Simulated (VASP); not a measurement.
# Os (Cmce) in VASP: a series of runs

Runs on Os. Level: PBE. Tasks: single point, relaxation of cell and atoms.

Program: VASP 6.6.1. These are calculated values, not measurements. Logs are shortened: lines on timing, memory, paths and dates and some standing lists are left out, and cuts for length are marked.

## 1. The cell of the first run

The structure is orthorhombic, space group Cmce (No. 64). The conventional cell has a = 4.125 Å, b = 6.990 Å, c = 4.130 Å, α = 90.00°, β = 90.00°, γ = 90.00°. Within 2.9 Å of Os (site symmetry m) lie 7 Os at 2.23 to 2.56 Å.

## 2. Single point, PBE

INCAR reads:

```
PREC     = Accurate       # precision mode
ENCUT    = 520            # plane-wave cutoff, eV
EDIFF    = 1E-6           # SCF threshold, eV
ISMEAR   = 0              # smearing method
SIGMA    = 0.1            # smearing width, eV
LREAL    = False          # projectors in reciprocal space
LASPH    = True           # aspherical terms in the spheres
NELM     = 100            # most SCF steps
ALGO     = Fast           # electronic algorithm
ISIF     = 2              # what is computed and relaxed
LWAVE    = False          # write WAVECAR
LCHARG   = False          # write CHGCAR
GGA      = PE             # functional
NBANDS   = 24             # bands
```

KPOINTS reads:

```
regular mesh
0
Gamma
  6 6 4
```

POSCAR reads:

```
Os
1.0
    2.0622585485     -3.4951457981      0.0000000000
    2.0622585485      3.4951457981      0.0000000000
    0.0000000000      0.0000000000      4.1300034079
Os
4
Direct
    0.1525000000      0.8475000000      0.0785000000
    0.6525000000      0.3475000000      0.4215000000
    0.8475000000      0.1525000000      0.9215000000
    0.3475000000      0.6525000000      0.5785000000
```

Potentials or basis: VASP PAW PBE potentials, release 64 (Os).

Launch:

```console
cat potpaw_PBE.64/Os/POTCAR > POTCAR
mpirun -np 1 vasp_std > vasp.out
```

OUTCAR:

```text
PREC = Accurate
   ENCUT = 520
   EDIFF = 1E-6
   ISMEAR = 0
   LREAL = False
   LASPH = True
   NELM = 100
   ISIF = 2
   GGA = PE

 ion  position               nearest neighbor table
   1  0.153  0.847  0.078-   3 2.23   4 2.47   4 2.47   2 2.50   2 2.50   3 2.56   3 2.56
   2  0.653  0.347  0.422-   4 2.23   3 2.47   3 2.47   1 2.50   1 2.50   4 2.56   4 2.56
   3  0.847  0.153  0.922-   1 2.23   2 2.47   2 2.47   4 2.50   4 2.50   1 2.56   1 2.56
   4  0.347  0.653  0.578-   2 2.23   1 2.47   1 2.47   3 2.50   3 2.50   2 2.56   2 2.56

  LATTYP: Found a base centered orthorhombic cell.
 ALAT       =     4.1245170970
 B/A-ratio  =     1.6948145521
 C/A-ratio  =     1.0013301705

  Lattice vectors:

 A1 = (   2.0622585485,  -3.4951457981,   0.0000000000)
 A2 = (   2.0622585485,   3.4951457981,   0.0000000000)
 A3 = (   0.0000000000,   0.0000000000,   4.1300034079)

Analysis of symmetry for initial positions (statically):
=====================================================================
 Subroutine PRICEL returns:
 Original cell was already a primitive cell.

 Routine SETGRP: Setting up the symmetry group for a
 base centered orthorhombic supercell.

 Subroutine GETGRP returns: Found  8 space group operations
 (whereof  4 operations were pure point group operations)
 out of a pool of  8 trial point group operations.

The static configuration has the point symmetry C_2h.
 The point group associated with its full space group is D_2h.

Analysis of symmetry for dynamics (positions and initial velocities):
=====================================================================
 Subroutine PRICEL returns:
 Original cell was already a primitive cell.

 Routine SETGRP: Setting up the symmetry group for a
 base centered orthorhombic supercell.

 Subroutine GETGRP returns: Found  8 space group operations
 (whereof  4 operations were pure point group operations)
 out of a pool of  8 trial point group operations.

The dynamic configuration has the point symmetry C_2h.
 The point group associated with its full space group is D_2h.

 Subroutine INISYM returns: Found  8 space group operations
 (whereof  4 operations are pure point group operations),
 and found     1 'primitive' translations

----------------------------------------------------------------------------------------

                                     Primitive cell

  volume of cell :      59.5373

  direct lattice vectors                    reciprocal lattice vectors
     2.062258549 -3.495145798  0.000000000     0.242452626 -0.143055549  0.000000000
     2.062258549  3.495145798  0.000000000     0.242452626  0.143055549  0.000000000
     0.000000000  0.000000000  4.130003408     0.000000000  0.000000000  0.242130551

  length of vectors
     4.058195963  4.058195963  4.130003408     0.281510507  0.281510507  0.242130551

  position of ions in fractional coordinates (direct lattice)
     0.152500000  0.847500000  0.078500000
     0.652500000  0.347500000  0.421500000
     0.847500000  0.152500000  0.921500000
     0.347500000  0.652500000  0.578500000

  ion indices of the primitive-cell ions
   primitive index   ion index
                 1           1
                 2           2
                 3           3
                 4           4

----------------------------------------------------------------------------------------

 KPOINTS: regular mesh

Automatic generation of k-mesh.
 Grid dimensions read from file:
 generate k-points for:    6    6    4

 Generating k-lattice:

  Cartesian coordinates                     Fractional coordinates (reciprocal lattice)
     0.040408771 -0.023842591  0.000000000     0.166666667  0.000000000  0.000000000
     0.040408771  0.023842591  0.000000000     0.000000000  0.166666667  0.000000000
     0.000000000  0.000000000  0.060532638     0.000000000  0.000000000  0.250000000

  Length of vectors
     0.046918418  0.046918418  0.060532638

  Shift w.r.t. Gamma in fractional coordinates (k-lattice)
     0.000000000  0.000000000  0.000000000

 Subroutine IBZKPT returns following result:
 ===========================================

 Found     39 irreducible k-points:

 Following reciprocal coordinates:
            Coordinates               Weight
  0.000000  0.000000  0.000000      1.000000
  0.166667 -0.000000  0.000000      4.000000
  0.333333 -0.000000  0.000000      4.000000
  0.500000 -0.000000  0.000000      2.000000
  0.166667  0.166667  0.000000      2.000000
  0.333333  0.166667  0.000000      4.000000
[... 16 lines left out ...]
  0.333333  0.333333  0.250000      4.000000
  0.500000  0.333333  0.250000      8.000000
 [... further k-points ...]
   k-points           NKPTS =     39   k-points in BZ     NKDIM =     39   number of bands    NBANDS=     24
   number of dos      NEDOS =    301   number of ions     NIONS =      4
   total plane-waves  NPLWV =  28800
   dimension x,y,z NGX =    30 NGY =   30 NGZ =   32
   dimension x,y,z NGXF=    60 NGYF=   60 NGZF=   64
   ions per type =               4
   NGX,Y,Z   is equivalent  to a cutoff of  12.29, 12.29, 12.88 a.u.
   NGXF,Y,Z  is equivalent  to a cutoff of  24.58, 24.58, 25.76 a.u.
 SYSTEM =  unknown system
   PREC   = accura    normal or accurate (medium, high low for compatibility)
   ISTART =      0    job   : 0-new  1-cont  2-samecut
   ICHARG =      2    charge: 1-file 2-atom 10-const
   ISPIN  =      1    spin polarized calculation?
   LNONCOLLINEAR =      F non collinear calculations
   LSORBIT =      F    spin-orbit coupling
   LASPH  =      T    aspherical Exc in radial PAW
   ENCUT  =  520.0 eV  38.22 Ry    6.18 a.u.   7.55  7.55  7.68*2*pi/ulx,y,z
   NELM   =    100;   NELMIN=  2; NELMDL= -5     # of ELM steps
   EDIFF  = 0.1E-05   stopping-criterion for ELM
   LREAL  =      F    real-space projection
   EDIFFG = 0.1E-04   stopping-criterion for IOM
   NSW    =      0    number of steps for IOM
   IBRION =     -1    ionic relax: 0-MD 1-quasi-New 2-CG
   NFREE  =      0    steps in history (QN), initial steepest desc. (CG)
   ISIF   =      2    stress and relaxation
   ISYM   =      2    0-nonsym 1-usesym 2-fastsym
   POTIM  = 0.5000    time-step for ionic-motion
   TEBEG  =    0.0;   TEEND  =   0.0 temperature during run
   PSTRESS=    0.0 pullay stress
   NELECT =      32.0000    total number of electrons
   NUPDOWN=      -1.0000    fix difference up-down
   EMIN   =  10.00;   EMAX   =-10.00  energy-range for DOS
   EFERMI =   0.00;   METHOD = LEGACY
   ISMEAR =     0;   SIGMA  =   0.10  broadening in eV -4-tet -1-fermi 0-gaus
   EFERMI_NEDOS =   21; number of points for ismear=-14 and -15
   IALGO  =     68    algorithm
   IMIX   =      4    mixing-type and parameters
     AMIX     =   0.40;   BMIX     =  1.00
     AMIX_MAG =   1.60;   BMIX_MAG =  1.00
  volume/ion in A,a.u.               =      14.88       100.44
  Fermi-wavevector in a.u.,A,eV,Ry     =   1.331053  2.515325 24.105456  1.771701
  Thomas-Fermi vector in A             =   2.460093
   LORBIT       =      0    0 simple, 1 ext, 2 COOP (PROOUT), +10 PAW based schemes
   GGA     = PE    functional components
   LHFCALC =     F    Hartree Fock is set to
   AEXX    =    0.0000 exact exchange contribution
   IVDW    =     0    specifies the selected vdW correction
   LEPSILON=     F    determine dielectric tensor
   LRPA    =     F    only Hartree local field effects (RPA)
 non-spin polarized calculation
 RMM-DIIS sequential band-by-band and
 Gauss-broadening in eV      SIGMA  =   0.10
  energy-cutoff  :      520.00
  volume of cell :       59.54
 maximum number of plane-waves:      1625
   NGX = 15   NGY = 15   NGZ = 15

 number of electron      32.0000002 magnetization

 Free energy of the ion-electron system (eV)
  ---------------------------------------------------
  ext. energy  EPLUGINS =         0.00000000
  ---------------------------------------------------
  free energy    TOTEN  =       -39.61396770 eV

  energy without entropy =      -39.59508922  energy(sigma->0) =      -39.60452846

 E-fermi :   8.6895     XC(G=0): -13.4294

 val. band max:        8.6398281436   @ k =   0.1667  -0.0000   0.2500
 cond. band min:       8.7120702914   @ k =   0.5000   0.1667   0.5000
 fundamental gap:      0.0722421479
 Fermi energy:         8.6895072473

 k-point     1 :       0.0000    0.0000    0.0000
  band No.  band energies     occupation
      1      -1.6229      2.00000
      2       1.8525      2.00000
      3       1.9277      2.00000
      4       2.3398      2.00000
      5       3.3158      2.00000
      6       3.3231      2.00000
[... 16 lines left out ...]
     23      14.7318      0.00000
     24      15.1009      0.00000

 k-point     2 :       0.1667   -0.0000    0.0000
  band No.  band energies     occupation
      1      -1.1377      2.00000
      2       1.5792      2.00000
      3       2.0770      2.00000
      4       2.9327      2.00000
      5       3.2494      2.00000
      6       3.6549      2.00000
[... 16 lines left out ...]
     23      14.3572      0.00000
     24      15.2275      0.00000

 k-point     3 :       0.3333   -0.0000    0.0000
  band No.  band energies     occupation
      1       0.1876      2.00000
      2       1.6152      2.00000
      3       2.6872      2.00000
      4       2.7312      2.00000
      5       3.1330      2.00000
      6       3.3892      2.00000
[... 16 lines left out ...]
     23      14.3108      0.00000
     24      15.1249      0.00000

 k-point     4 :       0.5000   -0.0000    0.0000
  band No.  band energies     occupation
      1       1.7634      2.00000
      2       1.7634      2.00000
      3       2.3016      2.00000
      4       2.3016      2.00000
      5       2.9401      2.00000
      6       2.9401      2.00000
[... 16 lines left out ...]
     23      15.7483      0.00000
     24      15.7500      0.00000

 k-point     5 :       0.1667    0.1667    0.0000
  band No.  band energies     occupation
      1      -0.2417      2.00000
      2       1.5383      2.00000
      3       2.4940      2.00000
      4       2.9055      2.00000
      5       3.4213      2.00000
      6       3.5349      2.00000
[... 16 lines left out ...]
     23      13.2261      0.00000
     24      13.7905      0.00000

 k-point     6 :       0.3333    0.1667    0.0000
  band No.  band energies     occupation
      1       1.0837      2.00000
      2       1.7681      2.00000
      3       2.2309      2.00000
      4       2.5175      2.00000
      5       2.9703      2.00000
      6       3.0641      2.00000
[... 16 lines left out ...]
     23      13.4496      0.00000
     24      15.3238      0.00000
[... 379 lines left out ...]
 k-point    21 :      -0.3333    0.1667    0.2500
  band No.  band energies     occupation
      1       0.2980      2.00000
      2       1.7329      2.00000
      3       1.9799      2.00000
      4       2.6003      2.00000
      5       2.9547      2.00000
      6       3.0690      2.00000
[... 16 lines left out ...]
     23      13.6123      0.00000
     24      14.4259      0.00000

 k-point    22 :      -0.1667    0.1667    0.2500
  band No.  band energies     occupation
      1      -0.4185      2.00000
      2       1.9750      2.00000
      3       2.0325      2.00000
      4       2.3007      2.00000
      5       3.1136      2.00000
      6       3.3623      2.00000
[... 16 lines left out ...]
     23      14.7373      0.00000
     24      17.0599      0.00000

 k-point    23 :       0.3333    0.3333    0.2500
  band No.  band energies     occupation
      1       1.2697      2.00000
      2       2.0409      2.00000
      3       2.0810      2.00000
      4       2.2023      2.00000
      5       2.3244      2.00000
      6       2.6871      2.00000
[... 16 lines left out ...]
     23      12.8472      0.00000
     24      14.2448      0.00000

 k-point    24 :       0.5000    0.3333    0.2500
  band No.  band energies     occupation
      1       1.2437      2.00000
      2       1.5579      2.00000
      3       2.0747      2.00000
      4       2.1474      2.00000
      5       2.6190      2.00000
      6       3.0101      2.00000
[... 16 lines left out ...]
     23      13.3740      0.00000
     24      14.1803      0.00000

 [... further k-points ...]

------------------------ aborting loop because EDIFF is reached ----------------------------------------

  FORCE on cell =-STRESS in cart. coord.  units (eV):
  Direction    XX          YY          ZZ          XY          YZ          ZX
  --------------------------------------------------------------------------------------
  -------------------------------------------------------------------------------------
  Total       20.8967381     25.7637955     22.7311658      0.0000000      0.0000000      0.0000000
  in kB      562.3416703    693.3166186    611.7070390      0.0000000      0.0000000      0.0000000
  external PRESSURE =     622.4551093 kB  Pullay stress =       0.0000000 kB

 VOLUME and BASIS-vectors are now :
 -----------------------------------------------------------------------------
  energy-cutoff  :      520.00
  volume of cell :       59.54
      direct lattice vectors                 reciprocal lattice vectors
     2.062258549 -3.495145798  0.000000000     0.242452626 -0.143055549  0.000000000
     2.062258549  3.495145798  0.000000000     0.242452626  0.143055549  0.000000000
     0.000000000  0.000000000  4.130003408     0.000000000  0.000000000  0.242130551

 POSITION                                       TOTAL-FORCE (eV/Angst)
 -----------------------------------------------------------------------------------
      2.06226      2.42913      0.32421         0.000000     -0.068696     -0.591124
      2.06226     -1.06602      1.74080         0.000000     -0.068696      0.591124
      2.06226     -2.42913      3.80580         0.000000      0.068696      0.591124
      2.06226      1.06602      2.38921         0.000000      0.068696     -0.591124
 -----------------------------------------------------------------------------------
    total drift:                               -0.000000     -0.000000     -0.000000

  FREE ENERGIE OF THE ION-ELECTRON SYSTEM (eV)
  ---------------------------------------------------
  free  energy   TOTEN  =       -39.6139676957 eV

  energy  without entropy=      -39.5950892170  energy(sigma->0) =      -39.60452846
```

Wall time 41 s (1 thread of Oxide Virtual Turin-like, shared host); peak memory 0.16 GiB.

Results:

```
Free energy            : -39.6140 eV
Pressure               : 62.2 GPa
Largest force          : 0.595 eV/Å
Band gap on the k mesh : zero (bands 16 and 17 overlap by 0.75 eV)
```

Forces on the atoms (eV/Å):
```
Os   0.000 -0.069 -0.591
Os   0.000 -0.069  0.591
Os   0.000  0.069  0.591
Os   0.000  0.069 -0.591
```

Stress tensor (GPa, compression positive):
```
56.23  0.00  0.00
 0.00 69.33  0.00
 0.00  0.00 61.17
```

Levels at points of the mesh, in eV from the Fermi level:
```
           k point  band 13  band 14  band 15  band 16  band 17  band 18  band 19  band 20
(0.00, 0.00, 0.00)    -2.06    -1.54    -1.23    -0.91    -0.34     1.58     2.31     3.16
(0.50, 0.00, 0.00)    -1.65    -1.65     0.13     0.13     0.57     0.57     1.21     1.21
(0.50, 0.50, 0.00)    -1.91    -0.75    -0.48     0.41     1.29     1.32     1.38     1.48
(0.00, 0.00, 0.50)    -2.10    -2.10    -1.48    -1.48     0.09     0.09     2.46     2.46
(0.50, 0.00, 0.50)    -0.93    -0.93    -0.09    -0.09     0.59     0.59     1.78     1.78
(0.50, 0.50, 0.50)    -1.45    -1.45    -0.74    -0.74     0.58     0.58     2.26     2.26
```

Caveat: the k points lie up to 0.38 Å⁻¹ apart, too coarse for converged energies and pressures of a metal; spin-orbit coupling is left out, which moves the levels of the heavy elements.

## 3. Relaxation of cell and atoms, PBE

INCAR reads:

```
  ALGO = Fast
  EDIFF = 1E-7
  EDIFFG = -0.04
  ENCUT = 600
  GGA = PE
  IBRION = 2
  ISIF = 3
  ISMEAR = 0
  LASPH = True
  LCHARG = False
  LREAL = False
  LWAVE = False
  NELM = 80
  NSW = 90
  PREC = Accurate
  SIGMA = 0.1
```

KPOINTS reads:

```
k-points
0
Gamma
  6 6 4
```

POSCAR is that of step 2.

Potentials or basis: VASP PAW PBE potentials, release 64 (Os).

Launch:

```console
cat potpaw_PBE.64/Os/POTCAR > POTCAR
mpirun -np 1 vasp_std > vasp.out
```

Wall time 16 min (1 thread of Oxide Virtual Turin-like, shared host); peak memory 0.2 GiB.

The run converged. Its results:

```
Free energy                           : -42.9951 eV
Relaxed volume                        : 16.14 Å³/atom
Relaxed cell                          : a = 4.596 Å, b = 4.596 Å, c = 3.934 Å, α = 90.00°, β = 90.00°, γ = 129.02°
Space group after relaxing (to 0.1 Å) : I4/mmm (No. 139)
Pressure after relaxing               : 0.3 GPa
Largest force after relaxing          : 0.039 eV/Å
Band gap on the k mesh                : zero (bands 16 and 17 overlap by 3.24 eV)
```

Forces on the atoms (eV/Å):
```
Os   0.000  0.008  0.038
Os   0.000  0.008 -0.038
Os   0.000 -0.008 -0.038
Os   0.000 -0.008  0.038
```

Stress tensor (GPa, compression positive):
```
0.19 0.00 0.00
0.00 0.35 0.00
0.00 0.00 0.35
```

Final structure:
```xyz
4
Lattice="1.9779 -4.1484 0.0000 1.9779 4.1484 0.0000 0.0000 0.0000 3.9345" Properties=species:S:1:pos:R:3 pbc="T T T"
Os    1.9779    2.8987    3.9323
Os    1.9779   -1.2497    1.9694
Os    1.9779   -2.8987    0.0022
Os    1.9779    1.2497    1.9651
```

Levels at points of the mesh, in eV from the Fermi level:
```
           k point  band 14  band 15  band 16  band 17  band 18  band 19
(0.00, 0.00, 0.00)    -0.33     0.19     0.22     1.92     2.32     2.70
(0.50, 0.00, 0.00)    -1.24    -1.03    -1.03    -0.21    -0.21     1.86
(0.50, 0.50, 0.00)    -0.14     1.88     2.04     2.63     2.66     2.71
(0.00, 0.00, 0.50)    -1.90    -1.24    -1.24    -1.13    -1.13     0.88
(0.50, 0.00, 0.50)    -1.60    -0.45    -0.45     1.20     1.20     2.38
(0.50, 0.50, 0.50)    -1.68    -0.89    -0.89     0.94     0.94     2.12
```

Caveat: the k points lie up to 0.40 Å⁻¹ apart in the final cell, too coarse for converged energies and pressures of a metal; spin-orbit coupling is left out, which moves the levels of the heavy elements.

The gap in the log of VASP goes by the Fermi energy; the results here count the filled bands.